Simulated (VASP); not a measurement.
# PbS (R3m) in VASP: notebook

The runs below take PbS through G0W0 quasiparticle levels, with r2SCAN.

Everything below comes from runs of VASP 6.6.1. Logs are shortened: lines on timing, memory, paths and dates and some standing lists are left out, and cuts for length are marked.

**1. The cell of the first run**

Symmetry: R3m, No. 160, trigonal system. Conventional cell: a = 4.201 Å, b = 4.201 Å, c = 10.291 Å, α = 90.00°, β = 90.00°, γ = 120.00°. Pb (site symmetry 3m) has 6 S at 2.97 Å within 3.9 Å. Within 3.9 Å of S (site symmetry 3m) lie 6 Pb at 2.97 Å.

**2. G0W0 quasiparticle levels, r2SCAN**

The input, POSCAR:

```
PbS
1.0
    2.1005109999      1.2127305912      3.4301896765
   -2.1005109999      1.2127305912      3.4301896765
    0.0000000000     -2.4254611824      3.4301896765
Pb S
1 1
Direct
    0.9781436749      0.9781436749      0.9781436749
    0.4774576551      0.4774576551      0.4774576551
```

The input, INCAR.step1:

```
ALGO     = Normal         # electronic algorithm
EDIFF    = 1E-8           # SCF threshold, eV
ENCUT    = 500            # plane-wave cutoff, eV
ISMEAR   = 0              # smearing method
LASPH    = True           # aspherical terms in the spheres
LCHARG   = False          # write CHGCAR
LMIXTAU  = True         
LREAL    = False          # projectors in reciprocal space
LWAVE    = True           # write WAVECAR
METAGGA  = R2SCAN         # meta-GGA
NELM     = 60             # most SCF steps
PREC     = Accurate       # precision mode
SIGMA    = 0.01           # smearing width, eV
```

The input, INCAR.step2:

```
ALGO     = Exact          # electronic algorithm
EDIFF    = 1E-8           # SCF threshold, eV
ENCUT    = 500            # plane-wave cutoff, eV
ISMEAR   = 0              # smearing method
ISTART   = 1            
LASPH    = True           # aspherical terms in the spheres
LCHARG   = False          # write CHGCAR
LMIXTAU  = True         
LOPTICS  = True           # frequency-dependent dielectric function
LREAL    = False          # projectors in reciprocal space
LWAVE    = True           # write WAVECAR
METAGGA  = R2SCAN         # meta-GGA
NBANDS   = 208            # bands
NELM     = 1              # most SCF steps
PREC     = Accurate       # precision mode
SIGMA    = 0.01           # smearing width, eV
```

The input, INCAR.step3:

```
ALGO     = EVGW0          # electronic algorithm
EDIFF    = 1E-8           # SCF threshold, eV
ENCUT    = 500            # plane-wave cutoff, eV
ENCUTGW  = 140.0          # cutoff of the response function
ISMEAR   = 0              # smearing method
ISTART   = 1            
LASPH    = True           # aspherical terms in the spheres
LCHARG   = False          # write CHGCAR
LMIXTAU  = True         
LREAL    = False          # projectors in reciprocal space
LWAVE    = False          # write WAVECAR
METAGGA  = R2SCAN         # meta-GGA
NBANDS   = 208            # bands
NBANDSGW = 19           
NELMGW   = 1            
NOMEGA   = 96             # frequency points
OMEGAMAX = 20           
PREC     = Accurate       # precision mode
PRECFOCK = Fast         
SIGMA    = 0.01           # smearing width, eV
```

The input, KPOINTS:

```
k-points
0
Gamma
  4 4 4
```

Potentials or basis: VASP PAW PBE potentials, release 64 (Pb_d_GW, S_GW).

Command:

```
cat potpaw_PBE.64/Pb_d_GW/POTCAR potpaw_PBE.64/S_GW/POTCAR > POTCAR
cp INCAR.step1 INCAR
mpirun -np 1 vasp_std > vasp.out
cp INCAR.step2 INCAR
mpirun -np 1 vasp_std > vasp.out
cp INCAR.step3 INCAR
mpirun -np 1 vasp_std > vasp.out
```

OUTCAR:

```text
EDIFF = 1E-8
   ENCUT = 500
   ENCUTGW = 140.0
   ISMEAR = 0
   ISTART = 1
   LASPH = True
   LREAL = False
   METAGGA = R2SCAN
   NELMGW = 1
   PREC = Accurate
   PRECFOCK = Fast

 ion  position               nearest neighbor table
   1  0.978  0.978  0.978-
   2  0.477  0.477  0.477-

  LATTYP: Found a trigonal (rhomboedric) cell.
 ALAT       =     4.2010788096
 COS(alpha) =     0.5000135226

  Lattice vectors:

 A1 = (   2.1005109999,   1.2127305912,   3.4301896765)
 A2 = (  -2.1005109999,   1.2127305912,   3.4301896765)
 A3 = (   0.0000000000,  -2.4254611824,   3.4301896765)

Analysis of symmetry for initial positions (statically):
=====================================================================
 Subroutine PRICEL returns:
 Original cell was already a primitive cell.

 Routine SETGRP: Setting up the symmetry group for a
 trigonal (rhombohedral) supercell.

 Subroutine GETGRP returns: Found  6 space group operations
 (whereof  6 operations were pure point group operations)
 out of a pool of 12 trial point group operations.

The static configuration has the point symmetry C_3v.

Analysis of symmetry for dynamics (positions and initial velocities):
=====================================================================
 Subroutine PRICEL returns:
 Original cell was already a primitive cell.

 Routine SETGRP: Setting up the symmetry group for a
 trigonal (rhombohedral) supercell.

 Subroutine GETGRP returns: Found  6 space group operations
 (whereof  6 operations were pure point group operations)
 out of a pool of 12 trial point group operations.

The dynamic configuration has the point symmetry C_3v.

 Subroutine INISYM returns: Found  6 space group operations
 (whereof  6 operations are pure point group operations),
 and found     1 'primitive' translations

----------------------------------------------------------------------------------------

                                     Primitive cell

  volume of cell :      52.4274

  direct lattice vectors                    reciprocal lattice vectors
     2.100511000  1.212730591  3.430189676     0.238037316  0.137430908  0.097176356
    -2.100511000  1.212730591  3.430189676    -0.238037316  0.137430908  0.097176356
     0.000000000 -2.425461182  3.430189676     0.000000000 -0.274861817  0.097176356

  length of vectors
     4.201078810  4.201078810  4.201078810     0.291534325  0.291534325  0.291534325

  position of ions in fractional coordinates (direct lattice)
     0.978143675  0.978143675  0.978143675
     0.477457655  0.477457655  0.477457655

  ion indices of the primitive-cell ions
   primitive index   ion index
                 1           1
                 2           2

----------------------------------------------------------------------------------------

 KPOINTS: k-points

Automatic generation of k-mesh.
 Grid dimensions read from file:
 generate k-points for:    4    4    4

 Generating k-lattice:

  Cartesian coordinates                     Fractional coordinates (reciprocal lattice)
     0.059509329  0.034357727  0.024294089     0.250000000 -0.000000000  0.000000000
    -0.059509329  0.034357727  0.024294089    -0.000000000  0.250000000  0.000000000
     0.000000000 -0.068715454  0.024294089     0.000000000  0.000000000  0.250000000

  Length of vectors
     0.072883581  0.072883581  0.072883581

  Shift w.r.t. Gamma in fractional coordinates (k-lattice)
     0.000000000  0.000000000  0.000000000

 Subroutine IBZKPT returns following result:
 ===========================================

 Found     13 irreducible k-points:

 Following reciprocal coordinates:
            Coordinates               Weight
  0.000000  0.000000  0.000000      1.000000
  0.250000  0.000000  0.000000      6.000000
  0.250000  0.250000  0.250000      2.000000
  0.500000  0.000000  0.000000      3.000000
  0.500000  0.500000  0.500000      1.000000
  0.250000  0.250000  0.000000      6.000000
  0.500000  0.250000 -0.000000     12.000000
  0.250000  0.250000 -0.250000      6.000000
  0.500000  0.250000  0.500000      6.000000
 -0.250000  0.250000  0.000000      6.000000
  0.250000  0.250000  0.500000      6.000000
  0.500000  0.500000  0.000000      3.000000
 -0.250000  0.500000  0.250000      6.000000
   k-points           NKPTS =     13   k-points in BZ     NKDIM =     64   number of bands    NBANDS=    208
   number of dos      NEDOS =    301   number of ions     NIONS =      2
   total plane-waves  NPLWV =  32768
   dimension x,y,z NGX =    32 NGY =   32 NGZ =   32
   dimension x,y,z NGXF=    64 NGYF=   64 NGZF=   64
   ions per type =               1   1
   NGX,Y,Z   is equivalent  to a cutoff of  12.66, 12.66, 12.66 a.u.
   NGXF,Y,Z  is equivalent  to a cutoff of  25.33, 25.33, 25.33 a.u.
 SYSTEM =  unknown system
   PREC   = accura    normal or accurate (medium, high low for compatibility)
   ISTART =      1    job   : 0-new  1-cont  2-samecut
   ICHARG =      0    charge: 1-file 2-atom 10-const
   ISPIN  =      1    spin polarized calculation?
   LNONCOLLINEAR =      F non collinear calculations
   LSORBIT =      F    spin-orbit coupling
   LASPH  =      T    aspherical Exc in radial PAW
   ENCUT  =  500.0 eV  36.75 Ry    6.06 a.u.   7.66  7.66  7.66*2*pi/ulx,y,z
   NELM   =     60;   NELMIN=  2; NELMDL=  0     # of ELM steps
   EDIFF  = 0.1E-07   stopping-criterion for ELM
   LREAL  =      F    real-space projection
   EDIFFG = 0.1E-06   stopping-criterion for IOM
   NSW    =      0    number of steps for IOM
   IBRION =     -1    ionic relax: 0-MD 1-quasi-New 2-CG
   NFREE  =      0    steps in history (QN), initial steepest desc. (CG)
   ISIF   =      0    stress and relaxation
   ISYM   =      3    0-nonsym 1-usesym 2-fastsym
   POTIM  = 0.5000    time-step for ionic-motion
   TEBEG  =    0.0;   TEEND  =   0.0 temperature during run
   PSTRESS=    0.0 pullay stress
   NELECT =      22.0000    total number of electrons
   NUPDOWN=      -1.0000    fix difference up-down
   EMIN   =  10.00;   EMAX   =-10.00  energy-range for DOS
   EFERMI =   0.00;   METHOD = LEGACY
   ISMEAR =     0;   SIGMA  =   0.01  broadening in eV -4-tet -1-fermi 0-gaus
   EFERMI_NEDOS =   21; number of points for ismear=-14 and -15
   IALGO  =     38    algorithm
   IMIX   =      4    mixing-type and parameters
     AMIX     =   0.40;   BMIX     =  1.00
     AMIX_MAG =   1.60;   BMIX_MAG =  1.00
  volume/ion in A,a.u.               =      26.21       176.90
  Fermi-wavevector in a.u.,A,eV,Ry     =   1.225640  2.316123 20.438573  1.502193
  Thomas-Fermi vector in A             =   2.360670
   LORBIT       =      0    0 simple, 1 ext, 2 COOP (PROOUT), +10 PAW based schemes
   METAGGA = R2SCAN    functional components
   LHFCALC =     T    Hartree Fock is set to
   PRECFOCK=fast      Normal, Fast or Accurate (Low or Medium for compatibility)
   ENCUT4O =  -1.0   cutoff for four orbital integrals eV
   NKREDX  =     1    reduce k-point grid by
   NKREDY  =     1    reduce k-point grid by
   NKREDZ  =     1    reduce k-point grid by
   AEXX    =    1.0000 exact exchange contribution
   HFSCREEN=    0.0000 screening length (either q_TF or 0.3 A-1)
   HFSCREENC=   0.0000 screening length for correlation (either q_TF or 0.3 A-1)
   ENCUTFOCK=  -1.0 apply spherical cutoff to Coloumb kernel
   IVDW    =     0    specifies the selected vdW correction
   LEPSILON=     F    determine dielectric tensor
   LRPA    =     F    only Hartree local field effects (RPA)
   LRPAFORCE           =     F    calculate RPA forces
   ENCUTGW             = 140.0    cutoff for response function in eV
   ENCUTGWSOFT         = 112.0    soft cutoff for Coulomb kernel in GW response function in eV
   ENCUTLF             =  -1.0    cutoff for local field effects
   NELMGW              =     1    number of iterations in solving QP/BSE equation
   NELMHF              =     1    number of iterations in the inner HF iteration
   NKREDLFX            =     1    NKREDLFY  =   1   NKREDLFZ  =   1
 non-spin polarized calculation
 Gauss-broadening in eV      SIGMA  =   0.01
  energy-cutoff  :      500.00
  volume of cell :       52.43
 maximum number of plane-waves:      1363
 NGX is ok and might be reduce to    32
  NGX = 18; NGY = 18; NGZ = 18
   NGX = 15   NGY = 15   NGZ = 15
 maximum number of plane-waves:       210
 NGX is ok and might be reduce to    18

 QP shifts <psi_nk| G(iteration)W_0 |psi_nk>: iteration 1
 for sc-GW calculations column KS-energies equals QP-energies in previous step
 and V_xc(KS)=  KS-energies - (<T + V_ion + V_H > + <T+V_H+V_ion>^1  + <V_x>^1)

 k-point   1 :       0.0000    0.0000    0.0000
  band No.  KS-energies  QP-energies   sigma(KS)   V_xc(KS)     V^pw_x(r,r')   Z            occupation Imag(sigma)

      1    -138.6560    -159.9163     -28.2727       2.3815     -36.1686       0.6936       2.0000       0.5618
      2     -13.7979     -20.5677     -20.2933     -10.6597     -25.2588       0.7027       2.0000       0.1908
      3     -13.7979     -20.5677     -20.2933     -10.6597     -25.2588       0.7027       2.0000       0.1908
      4     -13.7979     -20.5677     -20.2933     -10.6597     -25.2588       0.7027       2.0000       0.1908
      5     -13.7797     -20.6049     -20.3531     -10.7014     -25.3762       0.7072       2.0000       0.2194
      6     -13.7797     -20.6049     -20.3531     -10.7014     -25.3762       0.7072       2.0000       0.2194
[... 11 lines left out ...]
     18      12.6593      12.1517      -6.8398      -6.1735      -1.7066       0.7619       0.0000      -0.2385
     19      13.1567      12.6396     -10.4476      -9.7580      -5.1784       0.7498       0.0000      -0.2893

 k-point   2 :       0.2500    0.0000    0.0000
  band No.  KS-energies  QP-energies   sigma(KS)   V_xc(KS)     V^pw_x(r,r')   Z            occupation Imag(sigma)

      1    -138.6559    -159.9607     -28.2728       2.3827     -36.1685       0.6950       2.0000       0.5619
      2     -13.8009     -20.5844     -20.3105     -10.6872     -25.3232       0.7049       2.0000       0.2230
      3     -13.8009     -20.5844     -20.3105     -10.6872     -25.3232       0.7049       2.0000       0.2230
      4     -13.7959     -20.5799     -20.2909     -10.6591     -25.2580       0.7043       2.0000       0.1949
      5     -13.7706     -20.5983     -20.3448     -10.6822     -25.3311       0.7066       2.0000       0.2035
      6     -13.7706     -20.5983     -20.3448     -10.6822     -25.3311       0.7066       2.0000       0.2035
[... 11 lines left out ...]
     18      16.0236      15.3559      -8.5611      -7.7007      -2.8907       0.7760       0.0000      -0.5271
     19      16.2915      15.7434     -10.7377     -10.0392      -4.7015       0.7846       0.0000      -0.7251
[... 211 lines left out ...]
      1    -138.6558    -159.9892     -28.2728       2.3830     -36.1685       0.6959       2.0000       0.5619
      2     -13.9518     -20.2048     -19.8518     -10.8276     -25.1892       0.6929       2.0000       0.3133
      3     -13.8228     -20.5546     -20.2494     -10.6493     -25.2211       0.7012       2.0000       0.1928
      4     -13.7542     -20.6169     -20.3837     -10.7072     -25.4070       0.7092       2.0000       0.2214
      5     -13.7378     -20.6268     -20.3761     -10.6751     -25.3329       0.7101       2.0000       0.1915
      6     -13.7378     -20.6268     -20.3761     -10.6751     -25.3329       0.7101       2.0000       0.1915
[... 11 lines left out ...]
     18      16.2341      16.1212     -10.3914     -10.2394      -4.2361       0.7429       0.0000      -0.5109
     19      16.7978      16.0179      -9.7008      -8.7680      -3.9942       0.8361       0.0000      -0.7277

 k-point  13 :      -0.2500    0.5000    0.2500
  band No.  KS-energies  QP-energies   sigma(KS)   V_xc(KS)     V^pw_x(r,r')   Z            occupation Imag(sigma)

      1    -138.6559    -159.9686     -28.2728       2.3826     -36.1685       0.6952       2.0000       0.5619
      2     -13.9034     -20.2783     -19.9782     -10.8000     -25.2413       0.6946       2.0000       0.2906
      3     -13.7811     -20.5973     -20.3232     -10.6780     -25.3134       0.7067       2.0000       0.2097
      4     -13.7811     -20.5973     -20.3232     -10.6780     -25.3134       0.7067       2.0000       0.2097
      5     -13.7811     -20.5973     -20.3232     -10.6780     -25.3134       0.7067       2.0000       0.2097
      6     -13.7378     -20.6287     -20.3751     -10.6751     -25.3330       0.7104       2.0000       0.1923
[... 11 lines left out ...]
     18      16.2204      16.1363     -10.3585     -10.2465      -4.2219       0.7516       0.0000      -0.5068
     19      16.9796      16.5867     -11.1745     -10.6944      -5.0587       0.8186       0.0000      -0.7184
```

Run time: 8.8 min. Hardware: 1 thread of Intel Xeon 6975P-C (Granite Rapids), shared host; peak memory 0.79 GiB.

Results:

* Quasiparticle gap: 0.83 eV
* Least direct quasiparticle gap: 0.83 eV
* Band gap of the starting levels on the mesh: 0.64 eV
* Least direct gap of the starting levels on the mesh: 0.64 eV

Caveat: the k points lie up to 0.46 Å⁻¹ apart; bands, screening cutoff and mesh are small and nothing is extrapolated, so the quasiparticle values aren't converged; spin-orbit coupling is left out, which moves the levels of the heavy elements.

(Continued in part 2 of 2.)
